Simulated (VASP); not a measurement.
Write the native input for VASP 6.6.1 that does the following.

```yaml
Task: relaxation of cell and atoms
Functional: PBEsol
Dispersion: D3(BJ)
Potentials_or_basis: VASP PAW PBE potentials, release 64 (Fe)
Cutoff: 600 eV
k_mesh: 22 × 22 × 22
Occupations: gaussian, width 0.1 eV
Spin: collinear spin, ferromagnetic start
Starting_moments: "[2.18] μB"
Target_pressure: 18.75 GPa
Dipole_correction: no
Further_INCAR_settings: ALGO = Normal; EDIFF = 1e-07; IBRION = 2; EDIFFG = -0.004; NSW = 70; ISIF = 3
```

The structure of Fe lies in POSCAR:

```
Fe
1.0
   -1.3610726703      1.3610726703      1.3610726703
    1.3610726703     -1.3610726703      1.3610726703
    1.3610726703      1.3610726703     -1.3610726703
Fe
1
Direct
    0.0000000000      0.0000000000      0.0000000000
```

The input as run:

INCAR

```
PREC = Accurate ; ENCUT = 600
EDIFF = 1E-7 ; ISMEAR = 0
SIGMA = 0.1 ; LREAL = False
LASPH = True ; NELM = 200
ALGO = Normal ; ISIF = 3
LWAVE = False ; LCHARG = False
ISPIN = 2 ; MAGMOM = 2.18
LORBIT = 11 ; LMAXMIX = 4
GGA = PS ; IVDW = 12
IBRION = 2 ; NSW = 70
EDIFFG = -0.004 ; PSTRESS = 187.5
GGA_COMPAT = False ; NELMIN = 4
```

KPOINTS

```
regular mesh
0
Gamma
  22 22 22
```

Potentials or basis: VASP PAW PBE potentials, release 64 (Fe).

Command:

```console
$ cat potpaw_PBE.64/Fe/POTCAR > POTCAR
$ mpirun -np 1 vasp_std > vasp.out
```

Results of the run:

| Property | Result |
| --- | --- |
| Relaxed volume | 9.87 Å³/atom |
| Relaxed cell | a = 2.341 Å, b = 2.341 Å, c = 2.341 Å, α = 109.47°, β = 109.47°, γ = 109.47° |
| Space group after relaxing (to 0.1 Å) | Im-3m (No. 229) |
| Energy change on relaxing (the run minimises the enthalpy) | +20.5 meV/atom |
| Ionic steps | 6 |
| Pressure after relaxing | 18.7 GPa |
| Net moment | 1.94 μB per cell |
| Site moments | Fe +1.91 μB |
| Valence electrons inside the program's atomic spheres | Fe 7.61 |
| Dispersion energy per atom | -0.382 eV |

Caveat: the cell is relaxed towards a set pressure, so the run minimises the enthalpy, not the energy; the PAW data sets were made with another functional, which shifts forces and pressure a little.

Wall time 6.5 min on 1 thread of Oxide Virtual Turin-like Processor, with other jobs on the host, peak memory 0.17 GiB.
